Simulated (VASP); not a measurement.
Here is a VASP 6.6.1 calculation.

Contents of POSCAR:

```
BN
1.0
    0.0000000000      1.8048254497      1.8048254497
    1.8048254497      0.0000000000      1.8048254497
    1.8048254497      1.8048254497      0.0000000000
B N
1 1
Direct
    0.0000000000      0.0000000000      0.0000000000
    0.2500000000      0.2500000000      0.2500000000
```

File INCAR.step1:

```
ALGO     = Normal         # electronic algorithm
EDIFF    = 1E-5           # SCF threshold, eV
ENCUT    = 520            # plane-wave cutoff, eV
GGA      = PE             # functional
ISIF     = 2              # what is computed and relaxed
ISMEAR   = 0              # smearing method
LASPH    = T              # aspherical terms in the spheres
LCHARG   = F              # write CHGCAR
LREAL    = F              # projectors in reciprocal space
LWAVE    = T              # write WAVECAR
NBANDS   = 11             # bands
NELM     = 100            # most SCF steps
PREC     = Accurate       # precision mode
SIGMA    = 0.01           # smearing width, eV
```

Contents of INCAR.step2:

```
AEXX     = 0.1            # exact-exchange fraction
ALGO     = Normal         # electronic algorithm
EDIFF    = 1E-6           # SCF threshold, eV
ENCUT    = 520            # plane-wave cutoff, eV
GGA      = PE             # functional
HFSCREEN = 0.5            # screening, 1/A
ISIF     = 2              # what is computed and relaxed
ISMEAR   = 0              # smearing method
ISTART   = 1            
LASPH    = T              # aspherical terms in the spheres
LCHARG   = F              # write CHGCAR
LHFCALC  = T              # exact exchange
LREAL    = F              # projectors in reciprocal space
LWAVE    = F              # write WAVECAR
NBANDS   = 11             # bands
NELM     = 100            # most SCF steps
PREC     = Accurate       # precision mode
PRECFOCK = Normal       
SIGMA    = 0.01           # smearing width, eV
```

Contents of KPOINTS:

```
k-points
0
Gamma
  6 6 6
```

Potentials or basis: VASP PAW PBE potentials, release 64 (B, N).

Launch:

```sh
$ cat potpaw_PBE.64/B/POTCAR potpaw_PBE.64/N/POTCAR > POTCAR
$ cp INCAR.step1 INCAR
$ mpirun -np 1 vasp_std > vasp.out
$ cp INCAR.step2 INCAR
$ mpirun -np 1 vasp_std > vasp.out
```

(1) What does it give for the band gap on the k mesh?

(2) Predict the pressure.

Answers

(1) 4.74 eV (least direct gap 9.25 eV).

(2) 2.0 GPa.

Caveat: the k points lie up to 0.50 Å⁻¹ apart; the PAW data sets were made with another functional, which shifts forces and pressure a little.
